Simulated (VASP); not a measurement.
BiRu (rocksalt type):

```
Ru Bi
1.0
     0.00000    2.77474    2.77474
     2.77474    0.00000    2.77474
     2.77474    2.77474    0.00000
Ru Bi
1 1
Direct
  0.00000 0.00000 0.00000
  0.50000 0.50000 0.50000
```

Base run:

* Program: VASP 6.6.1
* Functional: PBEsol
* Potentials or basis: VASP PAW PBE potentials, release 64 (Ru_pv, Bi_d)
* Cutoff: 520 eV
* k mesh: 10 × 10 × 10
* Occupations: fermi-dirac, width 0.05 eV
* Spin: no spin polarisation

Its results: band gap on the k mesh zero (an odd number of electrons rules out a gap without spin polarisation); pressure -5.3 GPa.

Task: The run is repeated on the same cell with these changes: functional from PBEsol to r2SCAN. What comes out?

Result: Band gap on the k mesh zero (an odd number of electrons rules out a gap without spin polarisation); pressure -2.4 GPa.

Caveats: the PAW data sets were made with another functional, which shifts forces and pressure a little; spin-orbit coupling is left out, which moves the levels of the heavy elements; the cell stands under tension (at least some runs).
